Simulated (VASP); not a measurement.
A run of VASP 6.6.1 is set up as follows.

The input INCAR:

```
  ALGO = Normal
  EDIFF = 1E-7
  ENCUT = 520
  GGA = PE
  ISIF = 2
  ISMEAR = 0
  LASPH = T
  LCHARG = F
  LREAL = F
  LWAVE = F
  NBANDS = 16
  NELM = 60
  PREC = Accurate
  SIGMA = 0.05
```

The input KPOINTS:

```
k-points
0
Gamma
  9 9 6
```

File POSCAR:

```
AlN
1.0
    3.3549000000      0.0000000000      0.0000000000
   -1.6774500000      2.9054286271      0.0000000000
    0.0000000000      0.0000000000      4.0620000000
Al N
2 2
Direct
    0.3333333333      0.6666666667      0.7500000000
    0.6666666667      0.3333333333      0.2500000000
    0.3333333333      0.6666666667      0.2500000000
    0.6666666667      0.3333333333      0.7500000000
```

Potentials or basis: VASP PAW PBE potentials, release 64 (Al, N).

The run is started by

```sh
$ cat potpaw_PBE.64/Al/POTCAR potpaw_PBE.64/N/POTCAR > POTCAR
$ mpirun -np 1 vasp_std > vasp.out
```

Task: What does it give for the pressure?

Result: 0.5 GPa.

Task: Estimate the band gap on the k mesh.

Result: 3.43 eV, direct.

Stress tensor (GPa, compression positive):
```
-2.31  0.00  0.00
 0.00 -2.31  0.00
 0.00  0.00  5.99
```

Expect the measured gap to be larger: semilocal functionals such as PBE lack the derivative discontinuity.
